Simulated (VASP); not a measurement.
# EuS (Fm-3m) in VASP: further runs

Aim: see how the results for EuS move with the level of theory and the settings. Levels: PBE+D3(BJ), r2SCAN+rVV10. Tasks: single point, relaxation of cell and atoms.

All numbers are computed with VASP 6.6.1; they aren't measurements. Logs are shortened: lines on timing, memory, paths and dates and some standing lists are left out, and cuts for length are marked.

**The experiment to reproduce.**

From “Crystal-field mediated electronic transitions of EuS up to 35 GPa”, 2022, pmc:8786971, for a powder of EuS at 300 K: band gap 1.72 eV (optical).

The runs below are set against these values where they give the same quantity.

### Step 1. The cell of the first run

Symmetry: Fm-3m, No. 225, cubic system. Conventional cell: a = 5.761 Å, b = 5.761 Å, c = 5.761 Å, α = 90.00°, β = 90.00°, γ = 90.00°. Within 3.8 Å of Eu (site symmetry m-3m) lie 6 S at 2.88 Å. Within 3.8 Å of S (site symmetry m-3m) lie 6 Eu at 2.88 Å.

### Step 2. Single point, PBE+D3(BJ), collinear spin, ferromagnetic start

INCAR

```
SYSTEM = EuS
  PREC = Accurate
  ENCUT = 600
  EDIFF = 1E-6
  ISMEAR = -1
  SIGMA = 0.1
  LREAL = .False.
  LASPH = .True.
  NELM = 200
  ALGO = Normal
  ISIF = 2
  LWAVE = .False.
  LCHARG = .False.
  ISPIN = 2
  MAGMOM = 9.1 0
  LORBIT = 11
  LMAXMIX = 6
  GGA = PE
  IVDW = 12
  NBANDS = 22
  GGA_COMPAT = .False.
```

KPOINTS

```
Automatic mesh
0
Gamma
  9 9 9
  0 0 0
```

POSCAR

```
EuS
1.0
    0.0000000000      2.8802676404      2.8802676404
    2.8802676404      0.0000000000      2.8802676404
    2.8802676404      2.8802676404      0.0000000000
Eu S
1 1
Direct
    0.0000000000      0.0000000000      0.0000000000
    0.5000000000      0.5000000000      0.5000000000
```

Potentials or basis: VASP PAW PBE potentials, release 64 (Eu, S).

Command:

```
$ cat potpaw_PBE.64/Eu/POTCAR potpaw_PBE.64/S/POTCAR > POTCAR
$ mpirun -np 1 vasp_std > vasp.out
```

OUTCAR:

```text
SYSTEM = EuS
   PREC = Accurate
   ENCUT = 600
   EDIFF = 1E-6
   ISMEAR = -1
   LREAL = .False.
   LASPH = .True.
   NELM = 200
   ISIF = 2
   ISPIN = 2
   LORBIT = 11
   GGA = PE
   IVDW = 12
 IVDW          = 12

 ion  position               nearest neighbor table
   1  0.000  0.000  0.000-   2 2.88   2 2.88   2 2.88   2 2.88   2 2.88   2 2.88
   2  0.500  0.500  0.500-   1 2.88   1 2.88   1 2.88   1 2.88   1 2.88   1 2.88

  LATTYP: Found a face centered cubic cell.
 ALAT       =     5.7605352808

  Lattice vectors:

 A1 = (   0.0000000000,   2.8802676404,   2.8802676404)
 A2 = (   2.8802676404,   0.0000000000,   2.8802676404)
 A3 = (   2.8802676404,   2.8802676404,   0.0000000000)

Analysis of symmetry for initial positions (statically):
=====================================================================
 Subroutine PRICEL returns:
 Original cell was already a primitive cell.

 Routine SETGRP: Setting up the symmetry group for a
 face centered cubic supercell.

 Subroutine GETGRP returns: Found 48 space group operations
 (whereof 48 operations were pure point group operations)
 out of a pool of 48 trial point group operations.

The static configuration has the point symmetry O_h .

Analysis of symmetry for dynamics (positions and initial velocities):
=====================================================================
 Subroutine PRICEL returns:
 Original cell was already a primitive cell.

 Routine SETGRP: Setting up the symmetry group for a
 face centered cubic supercell.

 Subroutine GETGRP returns: Found 48 space group operations
 (whereof 48 operations were pure point group operations)
 out of a pool of 48 trial point group operations.

The dynamic configuration has the point symmetry O_h .

Analysis of structural, dynamic, and magnetic symmetry:
=====================================================================
 Subroutine PRICEL returns:
 Original cell was already a primitive cell.

 Routine SETGRP: Setting up the symmetry group for a
 face centered cubic supercell.

 Subroutine GETGRP returns: Found 48 space group operations
 (whereof 48 operations were pure point group operations)
 out of a pool of 48 trial point group operations.

The overall configuration has the point symmetry O_h .

 Subroutine INISYM returns: Found 48 space group operations
 (whereof 48 operations are pure point group operations),
 and found     1 'primitive' translations

----------------------------------------------------------------------------------------

                                     Primitive cell

  volume of cell :      47.7891

  direct lattice vectors                    reciprocal lattice vectors
     0.000000000  2.880267640  2.880267640    -0.173594979  0.173594979  0.173594979
     2.880267640  0.000000000  2.880267640     0.173594979 -0.173594979  0.173594979
     2.880267640  2.880267640  0.000000000     0.173594979  0.173594979 -0.173594979

  length of vectors
     4.073313560  4.073313560  4.073313560     0.300675323  0.300675323  0.300675323

  position of ions in fractional coordinates (direct lattice)
     0.000000000  0.000000000  0.000000000
     0.500000000  0.500000000  0.500000000

  ion indices of the primitive-cell ions
   primitive index   ion index
                 1           1
                 2           2

----------------------------------------------------------------------------------------

 KPOINTS: Automatic mesh

Automatic generation of k-mesh.
 Grid dimensions read from file:
 generate k-points for:    9    9    9

 Generating k-lattice:

  Cartesian coordinates                     Fractional coordinates (reciprocal lattice)
    -0.019288331  0.019288331  0.019288331     0.111111111  0.000000000  0.000000000
     0.019288331 -0.019288331  0.019288331     0.000000000  0.111111111  0.000000000
     0.019288331  0.019288331 -0.019288331     0.000000000  0.000000000  0.111111111

  Length of vectors
     0.033408369  0.033408369  0.033408369

  Shift w.r.t. Gamma in fractional coordinates (k-lattice)
     0.000000000  0.000000000  0.000000000

 Subroutine IBZKPT returns following result:
 ===========================================

 Found     35 irreducible k-points:

 Following reciprocal coordinates:
            Coordinates               Weight
  0.000000  0.000000  0.000000      1.000000
  0.111111  0.000000  0.000000      8.000000
  0.222222  0.000000  0.000000      8.000000
  0.333333  0.000000  0.000000      8.000000
  0.444444  0.000000  0.000000      8.000000
  0.111111  0.111111  0.000000      6.000000
[... 16 lines left out ...]
 -0.333333  0.333333  0.000000     12.000000
  0.444444  0.444444  0.000000      6.000000
 [... further k-points ...]
   k-points           NKPTS =     35   k-points in BZ     NKDIM =     35   number of bands    NBANDS=     22
   number of dos      NEDOS =    301   number of ions     NIONS =      2
   total plane-waves  NPLWV =  46656
   dimension x,y,z NGX =    36 NGY =   36 NGZ =   36
   dimension x,y,z NGXF=    72 NGYF=   72 NGZF=   72
   ions per type =               1   1
   NGX,Y,Z   is equivalent  to a cutoff of  14.69, 14.69, 14.69 a.u.
   NGXF,Y,Z  is equivalent  to a cutoff of  29.39, 29.39, 29.39 a.u.
 SYSTEM =  EuS
   PREC   = accura    normal or accurate (medium, high low for compatibility)
   ISTART =      0    job   : 0-new  1-cont  2-samecut
   ICHARG =      2    charge: 1-file 2-atom 10-const
   ISPIN  =      2    spin polarized calculation?
   LNONCOLLINEAR =      F non collinear calculations
   LSORBIT =      F    spin-orbit coupling
   LASPH  =      T    aspherical Exc in radial PAW
   ENCUT  =  600.0 eV  44.10 Ry    6.64 a.u.   8.14  8.14  8.14*2*pi/ulx,y,z
   NELM   =    200;   NELMIN=  2; NELMDL= -5     # of ELM steps
   EDIFF  = 0.1E-05   stopping-criterion for ELM
   LREAL  =      F    real-space projection
   EDIFFG = 0.1E-04   stopping-criterion for IOM
   NSW    =      0    number of steps for IOM
   IBRION =     -1    ionic relax: 0-MD 1-quasi-New 2-CG
   NFREE  =      0    steps in history (QN), initial steepest desc. (CG)
   ISIF   =      2    stress and relaxation
   ISYM   =      2    0-nonsym 1-usesym 2-fastsym
   POTIM  = 0.5000    time-step for ionic-motion
   TEBEG  =    0.0;   TEEND  =   0.0 temperature during run
   PSTRESS=    0.0 pullay stress
   NELECT =      23.0000    total number of electrons
   NUPDOWN=      -1.0000    fix difference up-down
   EMIN   =  10.00;   EMAX   =-10.00  energy-range for DOS
   EFERMI =   0.00;   METHOD = LEGACY
   ISMEAR =    -1;   SIGMA  =   0.10  broadening in eV -4-tet -1-fermi 0-gaus
   EFERMI_NEDOS =   21; number of points for ismear=-14 and -15
   IALGO  =     38    algorithm
   IMIX   =      4    mixing-type and parameters
     AMIX     =   0.40;   BMIX     =  1.00
     AMIX_MAG =   1.60;   BMIX_MAG =  1.00
  volume/ion in A,a.u.               =      23.89       161.25
  Fermi-wavevector in a.u.,A,eV,Ry     =   1.282945  2.424414 22.394469  1.645947
  Thomas-Fermi vector in A             =   2.415226
   LORBIT       =     11    0 simple, 1 ext, 2 COOP (PROOUT), +10 PAW based schemes
   GGA     = PE    functional components
   LHFCALC =     F    Hartree Fock is set to
   AEXX    =    0.0000 exact exchange contribution
   IVDW    =    12    specifies the selected vdW correction
   LEPSILON=     F    determine dielectric tensor
   LRPA    =     F    only Hartree local field effects (RPA)
 spin polarized calculation
  energy-cutoff  :      600.00
  volume of cell :       47.79
 maximum number of plane-waves:      1639
 NGX is ok and might be reduce to    36
   NGX = 17   NGY = 17   NGZ = 17

 number of electron      22.9999999 magnetization       6.9058948

 Free energy of the ion-electron system (eV)
  ---------------------------------------------------
  ext. energy  EPLUGINS =         0.00000000
  ---------------------------------------------------
  free energy    TOTEN  =       -19.93648821 eV

  energy without entropy =      -19.87677091  energy(sigma->0) =      -19.90662956

 E-fermi :   4.9602     XC(G=0): -10.1349

 val. band max:        4.9432823698   @ k =   0.4444   0.3333   0.0000
 cond. band min:       4.9722845580   @ k =   0.4444   0.3333   0.0000
 fundamental gap:      0.0290021883
 Fermi energy:         4.9601534533

 spin component 1

 k-point     1 :       0.0000    0.0000    0.0000
  band No.  band energies     occupation
      1     -36.5359      1.00000
      2     -15.2011      1.00000
      3     -15.2011      1.00000
      4     -15.2011      1.00000
      5      -8.8417      1.00000
      6       2.0612      1.00000
[... 14 lines left out ...]
     21       6.8379      0.00000
     22      12.5340      0.00000
[... 552 lines left out ...]
  band No.  band energies     occupation
      1     -36.5085      1.00000
      2     -15.5349      1.00000
      3     -15.3310      1.00000
      4     -15.3310      1.00000
      5      -8.3797      1.00000
      6       0.7363      1.00000
[... 14 lines left out ...]
     21      10.1391      0.00000
     22      12.6678      0.00000

 [... further k-points ...]

 spin component 2

 k-point     1 :       0.0000    0.0000    0.0000
  band No.  band energies     occupation
      1     -33.4930      1.00000
      2     -12.9777      1.00000
      3     -12.9777      1.00000
      4     -12.9777      1.00000
      5      -8.8128      1.00000
      6       2.2771      1.00000
[... 14 lines left out ...]
     21       9.5857      0.00000
     22      13.7226      0.00000
[... 552 lines left out ...]
  band No.  band energies     occupation
      1     -33.4555      1.00000
      2     -13.4218      1.00000
      3     -13.1482      1.00000
      4     -13.1482      1.00000
      5      -8.4037      1.00000
      6       1.0584      1.00000
[... 14 lines left out ...]
     21      11.2037      0.00000
     22      13.4204      0.00000

 [... further k-points ...]

------------------------ aborting loop because EDIFF is reached ----------------------------------------

 Edisp (eV)   -0.73259

 E8    (eV) :    -0.3458

  FORCE on cell =-STRESS in cart. coord.  units (eV):
  Direction    XX          YY          ZZ          XY          YZ          ZX
  --------------------------------------------------------------------------------------
  -------------------------------------------------------------------------------------
  Total      -0.07111    -0.07111    -0.07111    -0.00000     0.00000    -0.00000
  in kB      -2.38393    -2.38393    -2.38393    -0.00000     0.00000    -0.00000
  external pressure =       -2.38 kB  Pullay stress =        0.00 kB

 VOLUME and BASIS-vectors are now :
 -----------------------------------------------------------------------------
  energy-cutoff  :      600.00
  volume of cell :       47.79
      direct lattice vectors                 reciprocal lattice vectors
     0.000000000  2.880267640  2.880267640    -0.173594979  0.173594979  0.173594979
     2.880267640  0.000000000  2.880267640     0.173594979 -0.173594979  0.173594979
     2.880267640  2.880267640  0.000000000     0.173594979  0.173594979 -0.173594979

 POSITION                                       TOTAL-FORCE (eV/Angst)
 -----------------------------------------------------------------------------------
      0.00000      0.00000      0.00000        -0.000000      0.000000     -0.000000
      2.88027      2.88027      2.88027         0.000000      0.000000      0.000000
 -----------------------------------------------------------------------------------
    total drift:                               -0.000000      0.000000      0.000000

  FREE ENERGIE OF THE ION-ELECTRON SYSTEM (eV)
  ---------------------------------------------------
  free  energy   TOTEN  =       -20.6690801173 eV

  energy  without entropy=      -20.6093628255  energy(sigma->0) =      -20.63922147

 total charge

# of ion       s       p       d       f       tot
--------------------------------------------------
    1        2.032   5.759   0.383   6.594  14.768
    2        1.318   2.460   0.000   0.000   3.778
--------------------------------------------------
tot          3.349   8.219   0.383   6.594  18.545

 magnetization (x)

# of ion       s       p       d       f       tot
--------------------------------------------------
    1       -0.014  -0.110   0.102   6.552   6.529
    2       -0.008  -0.066   0.000   0.000  -0.074
--------------------------------------------------
tot         -0.022  -0.176   0.102   6.552   6.456
```

Run time: 77 s. Hardware: 1 thread of Intel Xeon 6975P-C (Granite Rapids), shared host; peak memory 0.31 GiB.

What came out:

```yaml
Free_energy: -20.6691 eV
Pressure: -0.2 GPa
Net_moment: 6.91 μB per cell
Site_moments: Eu +6.53; S -0.07 μB
Valence_electrons_inside_the_program's_atomic_spheres: Eu 14.77; S 3.78
Dispersion_energy_per_atom: -0.366 eV
```

Caveat: spin-orbit coupling is left out, which moves the levels of the heavy elements; a cell with one magnetic atom can't hold antiferromagnetic order, which such compounds often take; semilocal functionals describe open f shells poorly, which spoils levels, moments and volumes.

### Step 3. Relaxation of cell and atoms, PBE+D3(BJ), collinear spin, ferromagnetic start

This run uses another cell than the first one, of 26.42 Å³/atom.

INCAR

```
PREC = Accurate
ENCUT = 600
EDIFF = 1E-7
ISMEAR = -1
SIGMA = 0.1
LREAL = F
LASPH = T
NELM = 200
ALGO = Normal
ISIF = 3
LWAVE = F
LCHARG = F
ISPIN = 2
MAGMOM = 9.1 0
LORBIT = 11
LMAXMIX = 6
GGA = PE
IVDW = 12
IBRION = 2
NSW = 80
EDIFFG = -0.01
GGA_COMPAT = F
NELMIN = 4
```

KPOINTS

```
Automatic mesh
0
Gamma
  9 9 9
```

POSCAR

```
EuS
1.0
    0.0000000000      2.9785000000      2.9785000000
    2.9785000000      0.0000000000      2.9785000000
    2.9785000000      2.9785000000      0.0000000000
Eu S
1 1
Direct
    0.0000000000      0.0000000000      0.0000000000
    0.5000000000      0.5000000000      0.5000000000
```

Potentials or basis: VASP PAW PBE potentials, release 64 (Eu, S).

Command:

```
$ cat potpaw_PBE.64/Eu/POTCAR potpaw_PBE.64/S/POTCAR > POTCAR
$ mpirun -np 1 vasp_std > vasp.out
```

Wall time 4.3 min (1 thread of Intel Xeon 6975P-C (Granite Rapids), shared host); peak memory 0.31 GiB.

Results (log left out):

| Quantity | Value |
| --- | --- |
| Free energy | -20.6705 eV |
| Relaxed volume | 23.78 Å³/atom |
| Relaxed cell | a = 4.067 Å, b = 4.067 Å, c = 4.067 Å, α = 60.00°, β = 60.00°, γ = 60.00° |
| Space group after relaxing (to 0.1 Å) | Fm-3m (No. 225) |
| Energy gained by relaxing | 44.4 meV/atom |
| Ionic steps | 3 |
| Pressure after relaxing | 0.0 GPa |
| Net moment | -6.90 μB per cell |
| Site moments | Eu -6.53; S +0.07 μB |
| Valence electrons inside the program's atomic spheres | Eu 14.77; S 3.78 |
| Dispersion energy per atom | -0.368 eV |

The path:
```tsv
step	energy change (eV)	largest force (eV/Å)	pressure (GPa)	volume (Å³)
1	0.0000	0.0000	-4.90	52.85
2	-0.0871	0.0000	0.86	46.91
3	-0.0888	0.0000	0.01	47.56
```

Final structure:
```yaml
crystal:
  lattice:
    - [0.00000, 2.87568, 2.87568]
    - [2.87568, 0.00000, 2.87568]
    - [2.87568, 2.87568, 0.00000]
  atoms:
    - { symbol: Eu, position: [0.00000, 0.00000, 0.00000] }
    - { symbol: S, position: [0.50000, 0.50000, 0.50000] }
```

Levels at points of the mesh, in eV from the Fermi level:
Spin up:
| k point | band 5 | band 6 | band 7 | band 8 | band 9 | band 10 | band 11 | band 12 |
| --- | --- | --- | --- | --- | --- | --- | --- | --- |
| (0.00, 0.00, 0.00) | -13.78 | -2.68 | -2.68 | -2.68 | 1.68 | 1.68 | 1.68 | 2.00 |
Spin down:
```tsv
k point	band 11	band 12	band 13	band 14	band 15	band 16	band 17	band 18	band 19	band 20
(0.00, 0.00, 0.00)	-0.40	-0.40	0.02	0.02	0.02	0.92	0.92	0.92	1.36	1.88
```

Caveat: spin-orbit coupling is left out, which moves the levels of the heavy elements; a cell with one magnetic atom can't hold antiferromagnetic order, which such compounds often take; semilocal functionals describe open f shells poorly, which spoils levels, moments and volumes. The state reached can hang on the start; a lower one may exist.

(Part 1 of 2 ends here.)
